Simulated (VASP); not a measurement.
Input of a VASP 6.6.1 run:

INCAR

```
PREC     = Accurate       # precision mode
ENCUT    = 520            # plane-wave cutoff, eV
EDIFF    = 1E-7           # SCF threshold, eV
ISMEAR   = 0              # smearing method
SIGMA    = 0.1            # smearing width, eV
LREAL    = F              # projectors in reciprocal space
LASPH    = T              # aspherical terms in the spheres
NELM     = 150            # most SCF steps
ALGO     = Normal         # electronic algorithm
ISIF     = 2              # what is computed and relaxed
LWAVE    = F              # write WAVECAR
LCHARG   = T              # write CHGCAR
ISPIN    = 2              # spin polarisation
MAGMOM   = 0 0 0 0 0 1    # initial moments
LORBIT   = 11             # projections on sites
GGA      = PE             # functional
LELF     = T              # ELF
LVHAR    = T            
NBANDS   = 27             # bands
```

KPOINTS

```
Automatic mesh
0
Gamma
  4 4 2
```

The input POSCAR:

```
CaAl4O
1.0
    3.8982627544      0.0000000000      0.0000000000
    0.0000000000      3.8982627544      0.0000000000
    0.0000000000      0.0000000000      7.9025496329
Ca Al O
1 4 1
Direct
    0.5000000000      0.5000000000      0.5000000000
    0.5000000000      0.0000000000      0.8180824975
    0.0000000000      0.5000000000      0.1819175025
    0.5000000000      0.0000000000      0.1819175025
    0.0000000000      0.5000000000      0.8180824975
    0.0000000000      0.0000000000      0.0000000000
```

Potentials or basis: VASP PAW PBE potentials, release 64 (Ca_sv, Al, O).

Command:

```sh
$ cat potpaw_PBE.64/Ca_sv/POTCAR potpaw_PBE.64/Al/POTCAR potpaw_PBE.64/O/POTCAR > POTCAR
$ mpirun -np 1 vasp_std > vasp.out
```

Question: Predict the band gap on the k mesh.

Answer: Zero (filled and empty bands overlap).

Question: Predict the largest force.

Answer: 0.061 eV/Å.

Forces on the atoms (eV/Å):
```
Ca   0.000  0.000  0.000
Al   0.000  0.000  0.061
Al   0.000  0.000 -0.061
Al   0.000  0.000 -0.061
Al   0.000  0.000  0.061
O    0.000  0.000  0.000
```

Caveat: the k points lie up to 0.40 Å⁻¹ apart.
